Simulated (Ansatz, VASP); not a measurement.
# Na in VASP and in Ansatz

```
Na
1.0
     2.10814   -4.10574    0.00000
     2.10814    4.10574    0.00000
     0.00000    0.00000    7.29403
Na
2
Cartesian
  2.1081 -2.8819 5.4705
  2.1081 2.8819 1.8235
```

Alike in both runs: task single point; functional PBE; k mesh 12 × 12 × 6; occupations gaussian, width 0.1 eV; no spin polarisation.

|  | VASP | Ansatz |
| --- | --- | --- |
| version | VASP 6.6.1 | Ansatz 0.2.0 |
| potentials or method | VASP PAW PBE potentials, release 64 (Na_pv), cutoff 520 eV | scalar-relativistic, plane waves, PAW |
| valence electrons in the cell | 14 | 18 |

Ansatz gave:

| Quantity | Value |
| --- | --- |
| gap on the k mesh at the Fermi level (eV) | none |
| pressure (GPa) | -1.5 |
| traceless stress, the component that is largest in VASP (GPa) | -0.14 |
| rms of the force components (eV/Å) | 0.005 |

Task: What did VASP give for the same quantities?

Result: gap on the k mesh at the Fermi level (eV): none; pressure (GPa): -1.5; traceless stress, the component that is largest in VASP (GPa): -0.14; rms of the force components (eV/Å): 0.004.

Atom by atom the forces differ by 0.000 eV/Å (rms over components). A gap of «none» marks a metal or a gap that the smearing closes. The functional is the same, so the differences come from potentials, cutoffs and numerics. VASP's potentials hold 14 valence electrons a cell and Ansatz's 18, so a difference there can come from the potentials and not from the codes.
